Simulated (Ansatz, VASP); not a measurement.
**CO in VASP and in Ansatz**

The input INCAR:

```
PREC     = Accurate       # precision mode
ENCUT    = 520            # plane-wave cutoff, eV
EDIFF    = 1E-7           # SCF threshold, eV
ISMEAR   = -1             # smearing method
SIGMA    = 0.1            # smearing width, eV
LREAL    = F              # projectors in reciprocal space
LASPH    = T              # aspherical terms in the spheres
NELM     = 60             # most SCF steps
ALGO     = Normal         # electronic algorithm
ISIF     = 2              # what is computed and relaxed
LWAVE    = F              # write WAVECAR
LCHARG   = F              # write CHGCAR
GGA      = PE             # functional
NBANDS   = 30             # bands
```

KPOINTS

```
regular mesh
0
Gamma
  3 3 3
```

The input POSCAR:

```
CO
1.0
    5.6300000000      0.0000000000      0.0000000000
    0.0000000000      5.6300000000      0.0000000000
    0.0000000000      0.0000000000      5.6300000000
C O
4 4
Direct
    0.9580000000      0.9580000000      0.9580000000
    0.5420000000      0.0420000000      0.4580000000
    0.4580000000      0.5420000000      0.0420000000
    0.0420000000      0.4580000000      0.5420000000
    0.0670000000      0.0670000000      0.0670000000
    0.4330000000      0.9330000000      0.5670000000
    0.5670000000      0.4330000000      0.9330000000
    0.9330000000      0.5670000000      0.4330000000
```

Input for Ansatz:

```yaml
crystal:
  lattice:
    - [5.63, 0.0, 0.0]
    - [0.0, 5.63, 0.0]
    - [0.0, 0.0, 5.63]
  atoms:
    - { symbol: C, position: [0.958, 0.958, 0.958] }
    - { symbol: C, position: [0.542, 0.042, 0.458] }
    - { symbol: C, position: [0.458, 0.542, 0.042] }
    - { symbol: C, position: [0.042, 0.458, 0.542] }
    - { symbol: O, position: [0.067, 0.067, 0.067] }
    - { symbol: O, position: [0.433, 0.933, 0.567] }
    - { symbol: O, position: [0.567, 0.433, 0.933] }
    - { symbol: O, position: [0.933, 0.567, 0.433] }
  symmetry: { tolerance: 0.0003 }
kpoints:
  mp_grid: { grid: [3, 3, 3], shift: [0, 0, 0] }
magnetization:
  spin_polarized: false
scf:
  occupations: { method: fermi_dirac }
  lower_state_search: light
hamiltonian:
  pseudopotentials: { kind: paw }
  xc: pbe
basis:
  ecutwfc: 420
output:
  forces: true
  stress: true
  eigenvalues: true
  write_density: true
  write_potential: true
  elf: true
  volumetric_format: npy
```

Alike in both runs: task single point; functional PBE; k mesh 3 × 3 × 3; no spin polarisation.

```csv
,VASP,Ansatz
version,VASP 6.6.1,Ansatz 0.2.0
potentials or method,"VASP PAW PBE potentials, release 64 (C, O), cutoff 520 eV",PAW plane waves
occupations,"fermi-dirac, width 0.1 eV",fermi-dirac
valence electrons in the cell,40,40
```

|  | VASP | Ansatz | Ansatz less VASP |
| --- | --- | --- | --- |
| gap on the k mesh at the Fermi level (eV) | 6.45 | 6.44 | -0.012 |
| pressure (GPa) | 15.8 | 14.0 | -1.77 |
| rms of the force components (eV/Å) | 7.015 | 6.121 | -0.8938 |

Atom by atom the forces differ by 0.894 eV/Å (rms over components).

Noted on VASP's run: the standard files for N, O and F lose accuracy on very short bonds.
